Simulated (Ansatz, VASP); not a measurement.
**Two plane-wave programs on Ag**

```
CELL_PARAMETERS angstrom
0.00000 2.07380 2.07380
2.07380 0.00000 2.07380
2.07380 2.07380 0.00000
ATOMIC_POSITIONS crystal
Ag 0.50000 0.50000 0.50000
```

Change from the starting cell: the structure that the rattled cell fell into.

Alike in both runs: functional PBE; k mesh 22 × 22 × 22; occupations gaussian, width 0.1 eV; no spin polarisation.

Ansatz relaxed the structure, and its values are those at the end. VASP's run is a single point on that final structure, the one shown.

|  | VASP | Ansatz |
| --- | --- | --- |
| version | VASP 6.6.1 | Ansatz 0.2.0 |
| potentials or method | VASP PAW PBE potentials, release 64 (Ag), cutoff 520 eV | scalar-relativistic, plane waves, PAW |
| valence electrons in the cell | 11 | 19 |

|  | VASP | Ansatz | Ansatz less VASP |
| --- | --- | --- | --- |
| gap on the k mesh at the Fermi level (eV) | none | none | - |
| pressure (GPa) | -0.1 | 0.0 | +0.06 |

A gap of «none» marks a metal or a gap that the smearing closes. With one functional, cell and mesh, what is left measures potentials, basis and numerics. VASP's potentials hold 11 valence electrons a cell and Ansatz's 19, so a difference there can come from the potentials and not from the codes.
